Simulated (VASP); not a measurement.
Ba, 1 atom in the cell. Symmetry: Cmmm, No. 65, orthorhombic system. The conventional cell has a = 4.128 Å, b = 7.706 Å, c = 5.115 Å, α = 90.00°, β = 90.00°, γ = 90.00°. Within 5.4 Å of Ba (site symmetry mmm) lie 8 Ba at 4.13 to 5.11 Å.  This cell differs from its parent crystal: ratio of the length along z to the lengths across it x 0.85, volume and fractional coordinates fixed.

```yaml
Program: VASP 6.6.1
Task: single point
Functional: PBEsol
Potentials_or_basis: VASP PAW PBE potentials, release 64 (Ba_sv)
Cutoff: 520 eV
k_mesh: 16 × 16 × 10
Occupations: gaussian, width 0.15 eV
Spin: no spin polarisation
Dipole_correction: no
Further_INCAR_settings: ALGO = Fast; EDIFF = 1e-06; NBANDS = 11
```

Potentials or basis: VASP PAW PBE potentials, release 64 (Ba_sv).

The run is started by

```sh
$ cat potpaw_PBE.64/Ba_sv/POTCAR > POTCAR
$ mpirun -np 1 vasp_std > vasp.out
```

Hardware: 1 thread of Intel(R) Xeon(R) 6975P-C (Granite Rapids) (shared host).

How long does it take, and how much memory?

It took 2 min on 1 thread of Intel(R) Xeon(R) 6975P-C (Granite Rapids), with other jobs on the host, peak memory 0.52 GiB. Counts: scf iterations 12, k points 438.
